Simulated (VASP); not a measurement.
Set up this calculation in VASP 6.6.1, as the native input.

- Task: single point
- Functional: PBE
- Potentials or basis: VASP PAW PBE potentials, release 64 (Y_sv)
- Cutoff: 520 eV
- k mesh: 8 × 8 × 8
- Occupations: fermi-dirac, width 0.05 eV
- Spin: no spin polarisation
- Dipole correction: no
- Further INCAR settings: ALGO = Normal; EDIFF = 1e-07; NBANDS = 18

The structure of Y lies in POSCAR:

```
Y
1.0
    0.0000000000      3.4531162769      3.4531162769
    3.4531162769      0.0000000000      3.4531162769
    3.4531162769      3.4531162769      0.0000000000
Y
2
Direct
   -0.0875000000     -0.1375000000     -0.1375000000
    0.0875000000      0.1375000000      0.1375000000
```

This cell differs from its parent crystal: shortest bond scaled by 1.1.

One way to write it, as run:

INCAR

```
PREC = Accurate
ENCUT = 520
EDIFF = 1E-7
ISMEAR = -1
SIGMA = 0.05
LREAL = F
LASPH = T
NELM = 60
ALGO = Normal
ISIF = 2
LWAVE = F
LCHARG = F
GGA = PE
NBANDS = 18
```

KPOINTS

```
regular mesh
0
Gamma
  8 8 8
```

Potentials or basis: VASP PAW PBE potentials, release 64 (Y_sv).

Launch:

```console
$ cat potpaw_PBE.64/Y_sv/POTCAR > POTCAR
$ mpirun -np 1 vasp_std > vasp.out
```

It gave:

The pressure is 1.0 GPa. The largest force is 0.138 eV/Å. The band gap on the k mesh is zero (bands 11 and 12 overlap by 0.46 eV).

Caveat: the cell differs from its parent crystal (shortest bond scaled by 1.1).

Run time: 40 s on 1 thread of Intel(R) Xeon(R) 6975P-C (Granite Rapids), with other jobs on the host, peak memory 0.26 GiB.
